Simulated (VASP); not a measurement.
Wanted: the native input for a VASP 6.6.1 run.

* Task: single point
* Functional: PBEsol
* Potentials or basis: VASP PAW PBE potentials, release 64 (F)
* Cutoff: 520 eV
* k mesh: 4 × 4 × 2
* Occupations: gaussian, width 0.05 eV
* Spin: no spin polarisation
* Dipole correction: no
* Further INCAR settings: ALGO = Normal; EDIFF = 1e-07; NBANDS = 22

The structure of F lies in POSCAR:

```
F
1.0
    3.2389009936     -1.8615074069     -0.2498119861
    3.2389009936      1.8615074069     -0.2498119861
   -2.4354061261      0.0000000000      7.4548272690
F
4
Direct
    0.0848459664      0.0848459664      0.0940038325
    0.9151540336      0.9151540336      0.9059961675
    0.5015719855      0.5015719855      0.5937195244
    0.4984280145      0.4984280145      0.4062804756
```

These files were run (other wordings do the same):

INCAR

```
  ALGO = Normal
  EDIFF = 1E-7
  ENCUT = 520
  GGA = PS
  ISIF = 2
  ISMEAR = 0
  LASPH = T
  LCHARG = F
  LREAL = F
  LWAVE = F
  NBANDS = 22
  NELM = 80
  PREC = Accurate
  SIGMA = 0.05
```

KPOINTS

```
k-points
0
Gamma
  4 4 2
```

Potentials or basis: VASP PAW PBE potentials, release 64 (F).

Run with:

```bash
$ cat potpaw_PBE.64/F/POTCAR > POTCAR
$ mpirun -np 1 vasp_std > vasp.out
```

Results of the run:

The pressure is -3.5 GPa and the largest force is 1.616 eV/Å. The band gap on the k mesh is 2.42 eV, indirect (least direct gap 2.47 eV).

Caveat: the k points lie up to 0.50 Å⁻¹ apart; the PAW data sets were made with another functional, which shifts forces and pressure a little.

Run time: 54 s on 1 thread of Intel Xeon 8259CL (shared host), peak memory 0.19 GiB.
